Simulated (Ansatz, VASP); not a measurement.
SiO2: VASP beside Ansatz

```xyz
12
Lattice="4.9792 0.0000 0.0000 0.0000 4.9792 0.0000 0.0000 0.0000 6.9149" Properties=species:S:1:pos:R:3 pbc="T T T"
Si    1.5060    1.5060    0.0000
Si    0.9836    3.9956    1.7287
Si    3.4732    3.4732    3.4574
Si    3.9956    0.9836    5.1862
O     1.1859    0.5441    1.2547
O     1.9455    3.6755    2.9835
O     3.7933    4.4351    4.7122
O     3.0337    1.3037    6.4409
O     3.6755    1.9455    3.9314
O     4.4351    3.7933    2.2027
O     1.3037    3.0337    0.4740
O     0.5441    1.1859    5.6601
```

Alike in both runs: task single point; functional r2SCAN; k mesh 6 × 6 × 4; no spin polarisation.

|  | VASP | Ansatz |
| --- | --- | --- |
| version | VASP 6.6.1 | Ansatz 0.2.0 |
| potentials or method | VASP PAW PBE potentials, release 64 (Si, O) | plane waves, PAW |
| plane-wave cutoff (eV) | 520 | 500 |
| occupations | gaussian, width 0.01 eV | fixed |
| valence electrons in the cell | 64 | 64 |

|  | VASP | Ansatz | Ansatz less VASP |
| --- | --- | --- | --- |
| gap on the k mesh at the Fermi level (eV) | 6.35 | 6.35 | 0.000 |
| pressure (GPa) | 0.2 | 0.0 | -0.19 |
| rms of the force components (eV/Å) | 0.009 | 0.001 | -0.0081 |

VASP's potentials were made for PBE, not for r2SCAN. Atom by atom the forces differ by 0.009 eV/Å (rms over components).
